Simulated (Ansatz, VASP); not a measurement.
Given: the input of a run of Ansatz 0.2.0 on Ti.

input.yaml

```yaml
crystal:
  lattice:
    - [2.95, 0.0, 0.0]
    - [-1.475, 2.5547749412, 0.0]
    - [0.0, 0.0, 4.8672]
  atoms:
    - { symbol: Ti, position: [0.6666666667, 0.3333333333, 0.75] }
    - { symbol: Ti, position: [0.3333333333, 0.6666666667, 0.25] }
hamiltonian:
  xc: pbe
  pseudopotentials: { kind: paw }
kpoints:
  mp_grid: { grid: [9, 9, 5] }
scf:
  occupations: { method: fermi_dirac, width: 0.05 }
output:
  forces: true
  stress: true
  eigenvalues: true
```

Potentials or basis: Ansatz PAW.

Launch:

```console
$ ansatz run input.yaml --threads 2 --pin off --max-ram 5632MiB --backend cpu --events-out ev --progress --plain --runs-dir out
```

Set up the same calculation for VASP 6.6.1. Potentials there: VASP PAW PBE potentials, release 64 (Ti_sv).

As run (the cutoff follows the program's own potentials):

INCAR

```
ALGO = Fast
EDIFF = 1E-7
ENCUT = 520
GGA = PE
ISIF = 2
ISMEAR = -1
LASPH = T
LCHARG = F
LREAL = F
LWAVE = F
NBANDS = 19
NELM = 80
PREC = Accurate
SIGMA = 0.05
```

The input KPOINTS:

```
k-points
0
Gamma
  9 9 5
```

File POSCAR:

```
Ti
1.0
    2.9500000000      0.0000000000      0.0000000000
   -1.4750000000      2.5547749412      0.0000000000
    0.0000000000      0.0000000000      4.8672000000
Ti
2
Direct
    0.6666666667      0.3333333333      0.7500000000
    0.3333333333      0.6666666667      0.2500000000
```

Potentials or basis: VASP PAW PBE potentials, release 64 (Ti_sv).

Run with:

```bash
$ cat potpaw_PBE.64/Ti_sv/POTCAR > POTCAR
$ mpirun -np 1 vasp_std > vasp.out
```

Both were run:

|  | VASP | Ansatz | Ansatz less VASP |
| --- | --- | --- | --- |
| gap on the k mesh at the Fermi level (eV) | none | none | - |
| pressure (GPa) | -5.6 | -5.4 | +0.23 |
| traceless stress, the component that is largest in VASP (GPa) | -2.80 | -2.82 | -0.022 |

A gap of «none» marks a metal or a gap that the smearing closes.
